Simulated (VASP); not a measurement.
# SnC2 (Pn-3m) in VASP: further runs

Runs on SnC2. Level: PBE. Tasks: single point, relaxation of cell and atoms.

Program: VASP 6.6.1. These are calculated values, not measurements. Logs are shortened: lines on timing, memory, paths and dates and some standing lists are left out, and cuts for length are marked.

**1. The cell of the first run**

The structure is cubic, space group Pn-3m (No. 224). Conventional cell: a = 4.519 Å, b = 4.519 Å, c = 4.519 Å, α = 90.00°, β = 90.00°, γ = 90.00°. Within 2.6 Å of Sn (site symmetry -43m) lie 4 C at 1.96 Å. C (site symmetry -3m) has 2 Sn at 1.96 Å within 2.6 Å.

**2. Single point, PBE**

The input, INCAR:

```
SYSTEM = SnC2
PREC = Accurate
ENCUT = 520
EDIFF = 1E-7
ISMEAR = 0
SIGMA = 0.1
LREAL = .FALSE.
LASPH = .TRUE.
NELM = 100
ALGO = Normal
ISIF = 2
LWAVE = .FALSE.
LCHARG = .TRUE.
GGA = PE
LELF = .TRUE.
LVHAR = .TRUE.
NBANDS = 31
```

The input, KPOINTS:

```
Automatic mesh
0
G
  4 4 4
  0 0 0
```

The input, POSCAR:

```
SnC2
1.0
    4.5194405383      0.0000000000      0.0000000000
    0.0000000000      4.5194405383      0.0000000000
    0.0000000000      0.0000000000      4.5194405383
Sn C
2 4
Direct
    0.0000000000      0.0000000000      0.0000000000
    0.5000000000      0.5000000000      0.5000000000
    0.2500000000      0.2500000000      0.2500000000
    0.2500000000      0.7500000000      0.7500000000
    0.7500000000      0.7500000000      0.2500000000
    0.7500000000      0.2500000000      0.7500000000
```

Potentials or basis: VASP PAW PBE potentials, release 64 (Sn_d, C).

Run with:

```
$ cat potpaw_PBE.64/Sn_d/POTCAR potpaw_PBE.64/C/POTCAR > POTCAR
$ mpirun -np 1 vasp_std > vasp.out
```

OUTCAR:

```text
SYSTEM = SnC2
   PREC = Accurate
   ENCUT = 520
   EDIFF = 1E-7
   ISMEAR = 0
   LREAL = .FALSE.
   LASPH = .TRUE.
   NELM = 100
   ISIF = 2
   GGA = PE

 ion  position               nearest neighbor table
   1  0.000  0.000  0.000-   3 1.96   4 1.96   5 1.96   6 1.96
   2  0.500  0.500  0.500-   3 1.96   4 1.96   5 1.96   6 1.96
   3  0.250  0.250  0.250-   1 1.96   2 1.96
   4  0.250  0.750  0.750-   1 1.96   2 1.96
   5  0.750  0.750  0.250-   1 1.96   2 1.96
   6  0.750  0.250  0.750-   1 1.96   2 1.96

  LATTYP: Found a simple cubic cell.
 ALAT       =     4.5194405383

  Lattice vectors:

 A1 = (   4.5194405383,   0.0000000000,   0.0000000000)
 A2 = (   0.0000000000,   4.5194405383,   0.0000000000)
 A3 = (   0.0000000000,   0.0000000000,   4.5194405383)

Analysis of symmetry for initial positions (statically):
=====================================================================
 Subroutine PRICEL returns:
 Original cell was already a primitive cell.

 Routine SETGRP: Setting up the symmetry group for a
 simple cubic supercell.

 Subroutine GETGRP returns: Found 48 space group operations
 (whereof 24 operations were pure point group operations)
 out of a pool of 48 trial point group operations.

The static configuration has the point symmetry T_d .
 The point group associated with its full space group is O_h .

Analysis of symmetry for dynamics (positions and initial velocities):
=====================================================================
 Subroutine PRICEL returns:
 Original cell was already a primitive cell.

 Routine SETGRP: Setting up the symmetry group for a
 simple cubic supercell.

 Subroutine GETGRP returns: Found 48 space group operations
 (whereof 24 operations were pure point group operations)
 out of a pool of 48 trial point group operations.

The dynamic configuration has the point symmetry T_d .
 The point group associated with its full space group is O_h .

 Subroutine INISYM returns: Found 48 space group operations
 (whereof 24 operations are pure point group operations),
 and found     1 'primitive' translations

----------------------------------------------------------------------------------------

                                     Primitive cell

  volume of cell :      92.3111

  direct lattice vectors                    reciprocal lattice vectors
     4.519440538  0.000000000  0.000000000     0.221266325  0.000000000  0.000000000
     0.000000000  4.519440538  0.000000000     0.000000000  0.221266325  0.000000000
[... 82 lines left out ...]
   IBRION =     -1    ionic relax: 0-MD 1-quasi-New 2-CG
   NFREE  =      0    steps in history (QN), initial steepest desc. (CG)
   ISIF   =      2    stress and relaxation
   ISYM   =      2    0-nonsym 1-usesym 2-fastsym
   POTIM  = 0.5000    time-step for ionic-motion
   TEBEG  =    0.0;   TEEND  =   0.0 temperature during run
   PSTRESS=    0.0 pullay stress
   NELECT =      44.0000    total number of electrons
   NUPDOWN=      -1.0000    fix difference up-down
   EMIN   =  10.00;   EMAX   =-10.00  energy-range for DOS
   EFERMI =   0.00;   METHOD = LEGACY
   ISMEAR =     0;   SIGMA  =   0.10  broadening in eV -4-tet -1-fermi 0-gaus
   EFERMI_NEDOS =   21; number of points for ismear=-14 and -15
   IALGO  =     38    algorithm
   IMIX   =      4    mixing-type and parameters
     AMIX     =   0.40;   BMIX     =  1.00
     AMIX_MAG =   1.60;   BMIX_MAG =  1.00
  volume/ion in A,a.u.               =      15.39       103.82
  Fermi-wavevector in a.u.,A,eV,Ry     =   1.278815  2.416610 22.250529  1.635368
  Thomas-Fermi vector in A             =   2.411336
   LORBIT       =      0    0 simple, 1 ext, 2 COOP (PROOUT), +10 PAW based schemes
   GGA     = PE    functional components
   LHFCALC =     F    Hartree Fock is set to
   AEXX    =    0.0000 exact exchange contribution
   IVDW    =     0    specifies the selected vdW correction
   LEPSILON=     F    determine dielectric tensor
   LRPA    =     F    only Hartree local field effects (RPA)
 non-spin polarized calculation
 Gauss-broadening in eV      SIGMA  =   0.10
  energy-cutoff  :      520.00
  volume of cell :       92.31
 maximum number of plane-waves:      2517
 NGX is ok and might be reduce to    36
   NGX = 17   NGY = 17   NGZ = 17

 number of electron      44.0000016 magnetization

 Free energy of the ion-electron system (eV)
  ---------------------------------------------------
  ext. energy  EPLUGINS =         0.00000000
  ---------------------------------------------------
  free energy    TOTEN  =       -24.72965371 eV

  energy without entropy =      -24.69893266  energy(sigma->0) =      -24.71429318

 E-fermi :   5.3717     XC(G=0): -10.2962

 val. band max:        5.3382902096   @ k =   0.2500   0.0000   0.0000
 cond. band min:       5.4178798045   @ k =   0.0000   0.0000   0.0000
 fundamental gap:      0.0795895949
 Fermi energy:         5.3716564094

 k-point     1 :       0.0000    0.0000    0.0000
  band No.  band energies     occupation
      1     -15.5949      2.00000
      2     -15.5949      2.00000
      3     -15.5949      2.00000
      4     -15.5254      2.00000
      5     -15.5254      2.00000
      6     -15.5254      2.00000
[... 329 lines left out ...]
     30      13.2915      0.00000
     31      14.5529      0.00000

------------------------ aborting loop because EDIFF is reached ----------------------------------------

  FORCE on cell =-STRESS in cart. coord.  units (eV):
  Direction    XX          YY          ZZ          XY          YZ          ZX
  --------------------------------------------------------------------------------------
  -------------------------------------------------------------------------------------
  Total       15.5195433     15.5195433     15.5195433     -0.0000000      0.0000000     -0.0000000
  in kB      269.3614801    269.3614801    269.3614801     -0.0000000      0.0000000     -0.0000000
  external PRESSURE =     269.3614801 kB  Pullay stress =       0.0000000 kB

 VOLUME and BASIS-vectors are now :
 -----------------------------------------------------------------------------
  energy-cutoff  :      520.00
  volume of cell :       92.31
      direct lattice vectors                 reciprocal lattice vectors
     4.519440538  0.000000000  0.000000000     0.221266325  0.000000000  0.000000000
     0.000000000  4.519440538  0.000000000     0.000000000  0.221266325  0.000000000
     0.000000000  0.000000000  4.519440538     0.000000000  0.000000000  0.221266325

 POSITION                                       TOTAL-FORCE (eV/Angst)
 -----------------------------------------------------------------------------------
      0.00000      0.00000      0.00000         0.000000     -0.000000      0.000000
      2.25972      2.25972      2.25972        -0.000000     -0.000000     -0.000000
      1.12986      1.12986      1.12986         0.000000     -0.000000      0.000000
      1.12986      3.38958      3.38958        -0.000000     -0.000000     -0.000000
      3.38958      3.38958      1.12986        -0.000000      0.000000     -0.000000
      3.38958      1.12986      3.38958         0.000000      0.000000      0.000000
 -----------------------------------------------------------------------------------
    total drift:                                0.000000      0.000000      0.000000

  FREE ENERGIE OF THE ION-ELECTRON SYSTEM (eV)
  ---------------------------------------------------
  free  energy   TOTEN  =       -24.7296537064 eV

  energy  without entropy=      -24.6989326624  energy(sigma->0) =      -24.71429318
```

Wall time 25 s (1 thread of Intel Xeon Platinum 8559C (Emerald Rapids), shared host); peak memory 0.2 GiB.

Results:

| Property | Result |
| --- | --- |
| Free energy | -24.7297 eV |
| Pressure | 26.9 GPa |
| Band gap on the k mesh | zero (band 22 reaches 6.53 eV, above the bottom of band 23 at 5.32 eV) |

Caveat: spin-orbit coupling is left out, which moves the levels of the heavy elements.

(Part 1 of 2 ends here.)
